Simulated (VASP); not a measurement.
# AgCl (Fm-3m) in VASP: notebook

AgCl is run at these levels: r2SCAN; tasks: electric field gradients.

Program: VASP 6.6.1. These are calculated values, not measurements. Logs are shortened: lines on timing, memory, paths and dates and some standing lists are left out, and cuts for length are marked.

## (1) The cell of the first run

Symmetry: Fm-3m, No. 225, cubic system. The conventional cell has a = 5.508 Å, b = 5.508 Å, c = 5.508 Å, α = 90.00°, β = 90.00°, γ = 90.00°. Within 3.6 Å of Ag (site symmetry m-3m) lie 6 Cl at 2.75 Å. Cl (site symmetry m-3m) has 6 Ag at 2.75 Å within 3.6 Å.

## (2) Electric field gradients, r2SCAN (volume scaled by 0.98)

File POSCAR:

```
AgCl
1.0
    0.0000000000      2.7540539596      2.7540539596
    2.7540539596      0.0000000000      2.7540539596
    2.7540539596      2.7540539596      0.0000000000
Ag Cl
1 1
Direct
    0.0000000000      0.0000000000      0.0000000000
    0.5000000000      0.5000000000      0.5000000000
```

File INCAR.step1:

```
SYSTEM = AgCl
PREC = Accurate
ENCUT = 520
ISMEAR = -1
SIGMA = 0.01
LREAL = .False.
LASPH = .True.
NELM = 80
NBANDS = 16
GGA = PE
ALGO = Normal
EDIFF = 1E-4
LWAVE = .True.
LCHARG = .False.
```

File INCAR.step2:

```
SYSTEM = AgCl
PREC = Accurate
ENCUT = 520
EDIFF = 1E-8
ISMEAR = -1
SIGMA = 0.01
LREAL = .False.
LASPH = .True.
NELM = 80
ALGO = Normal
ISIF = 2
LWAVE = .False.
LCHARG = .False.
METAGGA = R2SCAN
LMIXTAU = .True.
LEFG = .True.
NBANDS = 16
ISTART = 1
```

File KPOINTS:

```
regular mesh
0
Gamma
  9 9 9
  0 0 0
```

Potentials or basis: VASP PAW PBE potentials, release 64 (Ag, Cl).

The run is started by

```bash
> cat potpaw_PBE.64/Ag/POTCAR potpaw_PBE.64/Cl/POTCAR > POTCAR
> cp INCAR.step1 INCAR
> mpirun -np 1 vasp_std > vasp.out
> cp INCAR.step2 INCAR
> mpirun -np 1 vasp_std > vasp.out
```

OUTCAR:

```text
SYSTEM = AgCl
   PREC = Accurate
   ENCUT = 520
   EDIFF = 1E-8
   ISMEAR = -1
   LREAL = .False.
   LASPH = .True.
   NELM = 80
   ISIF = 2
   METAGGA = R2SCAN
   ISTART = 1

 ion  position               nearest neighbor table
   1  0.000  0.000  0.000-   2 2.75   2 2.75   2 2.75   2 2.75   2 2.75   2 2.75
   2  0.500  0.500  0.500-   1 2.75   1 2.75   1 2.75   1 2.75   1 2.75   1 2.75

  LATTYP: Found a face centered cubic cell.
 ALAT       =     5.5081079192

  Lattice vectors:

 A1 = (   0.0000000000,   2.7540539596,   2.7540539596)
 A2 = (   2.7540539596,   0.0000000000,   2.7540539596)
 A3 = (   2.7540539596,   2.7540539596,   0.0000000000)

Analysis of symmetry for initial positions (statically):
=====================================================================
 Subroutine PRICEL returns:
 Original cell was already a primitive cell.

 Routine SETGRP: Setting up the symmetry group for a
 face centered cubic supercell.

 Subroutine GETGRP returns: Found 48 space group operations
 (whereof 48 operations were pure point group operations)
 out of a pool of 48 trial point group operations.

The static configuration has the point symmetry O_h .

Analysis of symmetry for dynamics (positions and initial velocities):
=====================================================================
 Subroutine PRICEL returns:
 Original cell was already a primitive cell.

 Routine SETGRP: Setting up the symmetry group for a
 face centered cubic supercell.

 Subroutine GETGRP returns: Found 48 space group operations
 (whereof 48 operations were pure point group operations)
 out of a pool of 48 trial point group operations.

The dynamic configuration has the point symmetry O_h .

 Subroutine INISYM returns: Found 48 space group operations
 (whereof 48 operations are pure point group operations),
 and found     1 'primitive' translations

----------------------------------------------------------------------------------------

                                     Primitive cell

  volume of cell :      41.7780

  direct lattice vectors                    reciprocal lattice vectors
     0.000000000  2.754053960  2.754053960    -0.181550546  0.181550546  0.181550546
     2.754053960  0.000000000  2.754053960     0.181550546 -0.181550546  0.181550546
     2.754053960  2.754053960  0.000000000     0.181550546  0.181550546 -0.181550546

  length of vectors
     3.894820461  3.894820461  3.894820461     0.314454770  0.314454770  0.314454770

  position of ions in fractional coordinates (direct lattice)
     0.000000000  0.000000000  0.000000000
     0.500000000  0.500000000  0.500000000

  ion indices of the primitive-cell ions
   primitive index   ion index
                 1           1
                 2           2

----------------------------------------------------------------------------------------

 KPOINTS: regular mesh

Automatic generation of k-mesh.
 Grid dimensions read from file:
 generate k-points for:    9    9    9

 Generating k-lattice:

  Cartesian coordinates                     Fractional coordinates (reciprocal lattice)
    -0.020172283  0.020172283  0.020172283     0.111111111  0.000000000  0.000000000
     0.020172283 -0.020172283  0.020172283     0.000000000  0.111111111  0.000000000
     0.020172283  0.020172283 -0.020172283     0.000000000  0.000000000  0.111111111

  Length of vectors
     0.034939419  0.034939419  0.034939419

  Shift w.r.t. Gamma in fractional coordinates (k-lattice)
     0.000000000  0.000000000  0.000000000

 Subroutine IBZKPT returns following result:
 ===========================================

 Found     35 irreducible k-points:

 Following reciprocal coordinates:
            Coordinates               Weight
  0.000000  0.000000  0.000000      1.000000
  0.111111  0.000000  0.000000      8.000000
  0.222222  0.000000  0.000000      8.000000
  0.333333  0.000000  0.000000      8.000000
  0.444444  0.000000  0.000000      8.000000
  0.111111  0.111111  0.000000      6.000000
[... 16 lines left out ...]
 -0.333333  0.333333  0.000000     12.000000
  0.444444  0.444444  0.000000      6.000000
 [... further k-points ...]
   k-points           NKPTS =     35   k-points in BZ     NKDIM =     35   number of bands    NBANDS=     16
   number of dos      NEDOS =    301   number of ions     NIONS =      2
   total plane-waves  NPLWV =  27000
   dimension x,y,z NGX =    30 NGY =   30 NGZ =   30
   dimension x,y,z NGXF=    60 NGYF=   60 NGZF=   60
   ions per type =               1   1
   NGX,Y,Z   is equivalent  to a cutoff of  12.81, 12.81, 12.81 a.u.
   NGXF,Y,Z  is equivalent  to a cutoff of  25.61, 25.61, 25.61 a.u.
 SYSTEM =  AgCl
   PREC   = accura    normal or accurate (medium, high low for compatibility)
   ISTART =      1    job   : 0-new  1-cont  2-samecut
   ICHARG =      0    charge: 1-file 2-atom 10-const
   ISPIN  =      1    spin polarized calculation?
   LNONCOLLINEAR =      F non collinear calculations
   LSORBIT =      F    spin-orbit coupling
   LASPH  =      T    aspherical Exc in radial PAW
   ENCUT  =  520.0 eV  38.22 Ry    6.18 a.u.   7.24  7.24  7.24*2*pi/ulx,y,z
   NELM   =     80;   NELMIN=  2; NELMDL=  0     # of ELM steps
   EDIFF  = 0.1E-07   stopping-criterion for ELM
   LREAL  =      F    real-space projection
   EDIFFG = 0.1E-06   stopping-criterion for IOM
   NSW    =      0    number of steps for IOM
   IBRION =     -1    ionic relax: 0-MD 1-quasi-New 2-CG
   NFREE  =      0    steps in history (QN), initial steepest desc. (CG)
   ISIF   =      2    stress and relaxation
   ISYM   =      2    0-nonsym 1-usesym 2-fastsym
   POTIM  = 0.5000    time-step for ionic-motion
   TEBEG  =    0.0;   TEEND  =   0.0 temperature during run
   PSTRESS=    0.0 pullay stress
   NELECT =      18.0000    total number of electrons
   NUPDOWN=      -1.0000    fix difference up-down
   EMIN   =  10.00;   EMAX   =-10.00  energy-range for DOS
   EFERMI =   0.00;   METHOD = LEGACY
   ISMEAR =    -1;   SIGMA  =   0.01  broadening in eV -4-tet -1-fermi 0-gaus
   EFERMI_NEDOS =   21; number of points for ismear=-14 and -15
   IALGO  =     38    algorithm
   IMIX   =      4    mixing-type and parameters
     AMIX     =   0.40;   BMIX     =  1.00
     AMIX_MAG =   1.60;   BMIX_MAG =  1.00
  volume/ion in A,a.u.               =      20.89       140.97
  Fermi-wavevector in a.u.,A,eV,Ry     =   1.236469  2.336588 20.801342  1.528856
  Thomas-Fermi vector in A             =   2.371076
   LORBIT       =      0    0 simple, 1 ext, 2 COOP (PROOUT), +10 PAW based schemes
   METAGGA = R2SCAN    functional components
   LHFCALC =     F    Hartree Fock is set to
   AEXX    =    0.0000 exact exchange contribution
   IVDW    =     0    specifies the selected vdW correction
   LEPSILON=     F    determine dielectric tensor
   LRPA    =     F    only Hartree local field effects (RPA)
 non-spin polarized calculation
  energy-cutoff  :      520.00
  volume of cell :       41.78
 maximum number of plane-waves:      1139
 NGX is ok and might be reduce to    30
   NGX = 15   NGY = 15   NGZ = 15

 number of electron      18.0000005 magnetization

 Free energy of the ion-electron system (eV)
  ---------------------------------------------------
  ext. energy  EPLUGINS =         0.00000000
  ---------------------------------------------------
  free energy    TOTEN  =       -28.64038047 eV

  energy without entropy =      -28.64038047  energy(sigma->0) =      -28.64038047

 E-fermi :   3.9690     XC(G=0): -10.6235

 val. band max:        3.7581646535   @ k =   0.4444   0.0000   0.0000
 cond. band min:       5.2289794569   @ k =   0.0000   0.0000   0.0000
 fundamental gap:      1.4708148034
 Fermi energy:         3.9689533557

 k-point     1 :       0.0000    0.0000    0.0000
  band No.  band energies     occupation
      1     -12.1526      2.00000
      2       1.2706      2.00000
      3       1.2706      2.00000
      4       1.2706      2.00000
      5       1.2870      2.00000
      6       1.2870      2.00000
[... 8 lines left out ...]
     15      18.1488      0.00000
     16      18.1488      0.00000

 k-point     2 :       0.1111    0.0000    0.0000
  band No.  band energies     occupation
      1     -12.1024      2.00000
      2       0.5810      2.00000
      3       0.6062      2.00000
      4       0.6062      2.00000
      5       1.3336      2.00000
      6       1.3336      2.00000
[... 8 lines left out ...]
     15      16.6593      0.00000
     16      17.1974      0.00000
[... 387 lines left out ...]
      5       1.5542      2.00000
      6       1.6833      2.00000
[... 8 lines left out ...]
     15      17.4648      0.00000
     16      20.9884      0.00000

 k-point    24 :       0.4444    0.4444    0.0000
  band No.  band energies     occupation
      1     -11.6859      2.00000
      2      -0.8624      2.00000
      3       0.5009      2.00000
      4       0.5009      2.00000
      5       0.9572      2.00000
      6       1.5267      2.00000
[... 8 lines left out ...]
     15      19.8891      0.00000
     16      19.8891      0.00000

 [... further k-points ...]
[... 5 lines left out ...]
  --------------------------------------------------------------------------------------
  -------------------------------------------------------------------------------------
  Total        0.2588112      0.2588112      0.2588112     -0.0000000     -0.0000000      0.0000000
  in kB        9.9253602      9.9253602      9.9253602     -0.0000000     -0.0000000      0.0000000
  external PRESSURE =       9.9253602 kB  Pullay stress =       0.0000000 kB

 VOLUME and BASIS-vectors are now :
 -----------------------------------------------------------------------------
  energy-cutoff  :      520.00
  volume of cell :       41.78
      direct lattice vectors                 reciprocal lattice vectors
     0.000000000  2.754053960  2.754053960    -0.181550546  0.181550546  0.181550546
     2.754053960  0.000000000  2.754053960     0.181550546 -0.181550546  0.181550546
     2.754053960  2.754053960  0.000000000     0.181550546  0.181550546 -0.181550546

 POSITION                                       TOTAL-FORCE (eV/Angst)
 -----------------------------------------------------------------------------------
      0.00000      0.00000      0.00000         0.000000      0.000000      0.000000
      2.75405      2.75405      2.75405         0.000000      0.000000      0.000000
 -----------------------------------------------------------------------------------
    total drift:                               -0.000000      0.000000      0.000000

  FREE ENERGIE OF THE ION-ELECTRON SYSTEM (eV)
  ---------------------------------------------------
  free  energy   TOTEN  =       -28.6403804741 eV

  energy  without entropy=      -28.6403804741  energy(sigma->0) =      -28.64038047

 Electric field gradients (V/A^2)
---------------------------------------------------------------------
 ion       V_xx      V_yy      V_zz      V_xy      V_xz      V_yz
---------------------------------------------------------------------
   1       0.000     0.000     0.000    -0.001    -0.001    -0.001
   2       0.000    -0.000    -0.000    -0.001    -0.001    -0.001
---------------------------------------------------------------------

 Electric field gradients after diagonalization (V/A^2)
 (convention: |V_zz| > |V_xx| > |V_yy|)
----------------------------------------------------------------------
 ion       V_xx      V_yy      V_zz     asymmetry (V_yy - V_xx)/ V_zz
----------------------------------------------------------------------
   1       0.001     0.001    -0.001       0.000
   2       0.001     0.001    -0.001       0.000
----------------------------------------------------------------------

           NMR quadrupolar parameters

 Cq : quadrupolar parameter    Cq=e*Q*V_zz/h
 eta: asymmetry parameters     (V_yy - V_xx)/ V_zz
 Q  : nuclear electric quadrupole moment in mb (millibarn)
----------------------------------------------------------------------
 ion       Cq(MHz)       eta       Q (mb)
----------------------------------------------------------------------
   1      -0.000       0.000       1.000
   2      -0.000       0.000       1.000
----------------------------------------------------------------------
```

It took 59 s on 1 thread of Intel Xeon 6975P-C (Granite Rapids), shared host; peak memory 0.18 GiB.

Results:

* Free energy: -28.6404 eV
* Pressure: 1.0 GPa
* Band gap on the k mesh: 1.47 eV, indirect (least direct gap 3.74 eV)

Caveat: without QUAD_EFG the Cq values of the log hold for a quadrupole moment of 1 mb, not for the nuclei; the PAW data sets were made with another functional, which shifts forces and pressure a little. A k mesh can miss the band edges.

[end of part 1 of 3]
